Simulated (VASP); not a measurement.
Input of a VASP 6.6.1 run:

File INCAR:

```
PREC = Accurate
ENCUT = 520
EDIFF = 1E-7
ISMEAR = 0
SIGMA = 0.05
LREAL = Auto
LASPH = True
NELM = 80
ALGO = Normal
ISIF = 2
LWAVE = False
LCHARG = True
LDIPOL = True
IDIPOL = 3
DIPOL = 0.5 0.5 0.499
GGA = PE
IVDW = 12
LELF = True
LVHAR = True
LVACPOTAV = True
NBANDS = 106
```

The input KPOINTS:

```
Automatic mesh
0
Gamma
  3 2 1
```

The input POSCAR:

```
SiC
1.0
    6.1499993395      0.0000000000      0.0000000000
    0.0000000000      8.6974124746      0.0000000000
    0.0000000000      0.0000000000     22.1499993395
Si C
20 20
Direct
    0.2500000000      0.7500000000      0.3611738257
    0.2500000000      0.2500000000      0.3611738257
    0.7500000000      0.7500000000      0.3611738257
    0.7500000000      0.2500000000      0.3611738257
    0.5000000000      0.5000000000      0.4305869128
    0.5000000000      0.0000000000      0.4305869128
    0.0000000000      0.5000000000      0.4305869128
    0.0000000000      0.0000000000      0.4305869128
    0.7500000000      0.2458309747      0.4993121423
    0.7500000000      0.7458309747      0.4993121423
    0.2500000000      0.2458309747      0.4993121423
    0.2500000000      0.7458309747      0.4993121423
    0.0000000000     -0.0017934457      0.5721379780
    0.0000000000      0.4982065543      0.5721379780
    0.5000000000     -0.0017934457      0.5721379780
    0.5000000000      0.4982065543      0.5721379780
    0.2500000000      0.7227765061      0.6281343851
    0.2500000000      0.2227765061      0.6281343851
    0.7500000000      0.7227765061      0.6281343851
    0.7500000000      0.2227765061      0.6281343851
    0.5000000000      0.1250000000      0.3611738257
    0.5000000000      0.6250000000      0.3611738257
    0.0000000000      0.1250000000      0.3611738257
    0.0000000000      0.6250000000      0.3611738257
    0.7500000000      0.8750000000      0.4305869128
    0.7500000000      0.3750000000      0.4305869128
    0.2500000000      0.8750000000      0.4305869128
    0.2500000000      0.3750000000      0.4305869128
    0.0000000000      0.6217759284      0.5007512556
    0.0000000000      0.1217759284      0.5007512556
    0.5000000000      0.6217759284      0.5007512556
    0.5000000000      0.1217759284      0.5007512556
    0.2500000000      0.3754557650      0.5699625868
    0.2500000000      0.8754557650      0.5699625868
    0.7500000000      0.3754557650      0.5699625868
    0.7500000000      0.8754557650      0.5699625868
    0.5000000000      0.1246886948      0.6399224825
    0.5000000000      0.6246886948      0.6399224825
    0.0000000000      0.1246886948      0.6399224825
    0.0000000000      0.6246886948      0.6399224825
```

Potentials or basis: VASP PAW PBE potentials, release 64 (Si, C).

Command:

```sh
$ cat potpaw_PBE.64/Si/POTCAR potpaw_PBE.64/C/POTCAR > POTCAR
$ mpirun -np 1 vasp_std > vasp.out
```

Question: Predict the dispersion energy per atom.

Answer: -0.231 eV.

Question: What does it give for the band gap on the k mesh?

Answer: 0.01 eV.

Question: Predict the largest force.

Answer: 3.293 eV/Å.

Forces on the atoms (eV/Å):
```
Si   0.000 -2.856  1.639
Si   0.000 -2.856  1.639
Si   0.000 -2.856  1.639
Si   0.000 -2.856  1.639
Si   0.000  0.293 -0.783
Si   0.000  0.293 -0.783
Si   0.000  0.293 -0.783
Si   0.000  0.293 -0.783
Si   0.000  0.008  0.010
Si   0.000  0.008  0.010
Si   0.000  0.008  0.010
Si   0.000  0.008  0.010
Si   0.000 -0.013  0.009
Si   0.000 -0.013  0.009
Si   0.000 -0.013  0.009
Si   0.000 -0.013  0.009
Si   0.000  0.009 -0.010
Si   0.000  0.009 -0.010
Si   0.000  0.009 -0.010
Si   0.000  0.009 -0.010
C    0.000  1.824 -0.552
C    0.000  1.824 -0.552
C    0.000  1.824 -0.552
C    0.000  1.824 -0.552
C    0.000  0.723 -0.309
C    0.000  0.723 -0.309
C    0.000  0.723 -0.309
C    0.000  0.723 -0.309
C    0.000 -0.007  0.003
C    0.000 -0.007  0.003
C    0.000 -0.007  0.003
C    0.000 -0.007  0.003
C    0.000  0.010  0.005
C    0.000  0.010  0.005
C    0.000  0.010  0.005
C    0.000  0.010  0.005
C    0.000  0.009 -0.011
C    0.000  0.009 -0.011
C    0.000  0.009 -0.011
C    0.000  0.009 -0.011
```

Caveat: the smearing spreads over this small gap; semilocal functionals underestimate gaps, and a narrow one can read as zero.
